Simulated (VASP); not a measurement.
Crystal: SiO2.

```xyz
12
Lattice="4.9926 0.0000 0.0000 0.0000 4.9926 0.0000 0.0000 0.0000 6.9339" Properties=species:S:1:pos:R:3 pbc="T T T"
Si    3.4882    3.4882    3.4670
Si    4.0008    0.9918    5.2004
Si    0.9918    4.0008    1.7335
Si    1.5045    1.5045    0.0000
O     4.4613    3.8013    2.2196
O     0.5314    1.1913    5.6866
O     3.8013    4.4613    4.7143
O     1.3050    3.0277    0.4861
O     1.1913    0.5314    1.2474
O     1.9649    3.6876    2.9808
O     3.0277    1.3050    6.4478
O     3.6876    1.9649    3.9531
```

Base run:

- Program: VASP 6.6.1
- Functional: PBE
- Potentials or basis: VASP PAW PBE potentials, release 64 (Si, O)
- Cutoff: 520 eV
- k mesh: 5 × 5 × 4
- Occupations: fermi-dirac, width 0.02 eV
- Spin: no spin polarisation

Its results: band gap on the k mesh 5.72 eV; pressure 4.8 GPa; largest force 0.283 eV/Å.

Q: The run is repeated on the same cell with these changes: functional from PBE to r2SCAN. What comes out?

A: Band gap on the k mesh 6.34 eV; pressure 0.2 GPa; largest force 0.022 eV/Å.

Caveats: the cell stands under pressure (at least some runs); the PAW data sets were made with another functional, which shifts forces and pressure a little (at least some runs).

A k mesh can miss the band edges.
